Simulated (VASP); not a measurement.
Ta:

```xyz
1
Lattice="-1.6550 1.6550 1.6550 1.6550 -1.6550 1.6550 1.6550 1.6550 -1.6550" Properties=species:S:1:pos:R:3 pbc="T T T"
Ta    0.0000    0.0000    0.0000
```

```yaml
Program: VASP 6.6.1
Task: relaxation of cell and atoms
Functional: PBEsol
Potentials_or_basis: VASP PAW PBE potentials, release 64 (Ta_pv)
Cutoff: 600 eV
k_mesh: 18 × 18 × 18
Occupations: gaussian, width 0.1 eV
Spin: no spin polarisation
```

At the start: pressure -5.1 GPa; volume 18.13 Å³/atom.

Problem. How do energy, volume and symmetry change on relaxing?

Solution. Over 4 steps the energy falls by 7.6 meV/atom and the volume is 17.67 Å³/atom (-2.6 %); space group Im-3m (No. 229, to 0.05 Å).

The path:
| step | energy change (eV) | largest force (eV/Å) | pressure (GPa) | volume (Å³) |
| --- | --- | --- | --- | --- |
| 1 | 0.0000 | 0.0000 | -5.12 | 18.13 |
| 2 | 0.0345 | 0.0000 | 13.99 | 16.65 |
| 3 | -0.0075 | 0.0000 | -0.10 | 17.68 |
| 4 | -0.0076 | 0.0000 | 0.02 | 17.67 |

Final structure:
```xyz
1
Lattice="-1.6408 1.6408 1.6408 1.6408 -1.6408 1.6408 1.6408 1.6408 -1.6408" Properties=species:S:1:pos:R:3 pbc="T T T"
Ta    0.0000    3.2815    0.0000
```

Caveat: the PAW data sets were made with another functional, which shifts forces and pressure a little.
